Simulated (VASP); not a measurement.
Set up this calculation in VASP 6.6.1, as the native input.

| Property | Result |
| --- | --- |
| Task | single point |
| Functional | PBEsol |
| Potentials or basis | VASP PAW PBE potentials, release 64 (Cd, H, O) |
| Cutoff | 520 eV |
| k mesh | 6 × 6 × 4 |
| Occupations | gaussian, width 0.1 eV |
| Spin | no spin polarisation |
| Dipole correction | no |
| Further INCAR settings | ALGO = Normal; EDIFF = 1e-06; NBANDS = 21 |

The structure of CdH2O2 lies in POSCAR:

```
CdH2O2
1.0
    3.5155259648      0.0000000000      0.0000000000
   -1.7577629824      3.0445347931      0.0000000000
    0.0000000000      0.0000000000      4.6429792900
Cd H O
1 2 2
Direct
    0.0000000000      0.0000000000      0.0000000000
    0.6666666700      0.3333333300      0.5509607200
    0.3333333300      0.6666666700      0.4490392800
    0.6666666700      0.3333333300      0.7593720000
    0.3333333300      0.6666666700      0.2406280000
```

These files were run (other wordings do the same):

INCAR

```
SYSTEM = CdH2O2
PREC = Accurate
ENCUT = 520
EDIFF = 1E-6
ISMEAR = 0
SIGMA = 0.1
LREAL = .False.
LASPH = .True.
NELM = 80
ALGO = Normal
ISIF = 2
LWAVE = .False.
LCHARG = .False.
GGA = PS
NBANDS = 21
```

KPOINTS

```
Automatic mesh
0
Gamma
  6 6 4
  0 0 0
```

Potentials or basis: VASP PAW PBE potentials, release 64 (Cd, H, O).

Launch:

```bash
$ cat potpaw_PBE.64/Cd/POTCAR potpaw_PBE.64/H/POTCAR potpaw_PBE.64/O/POTCAR > POTCAR
$ mpirun -np 1 vasp_std > vasp.out
```

Results of the run:

The pressure is 0.3 GPa, the largest force is 0.712 eV/Å and the band gap on the k mesh is 1.60 eV, indirect (least direct gap 1.95 eV).

Caveat: the PAW data sets were made with another functional, which shifts forces and pressure a little.

Wall time 15 s on 1 thread of Intel(R) Xeon(R) Platinum 8488C (Sapphire Rapids), with other jobs on the host, peak memory 0.18 GiB.
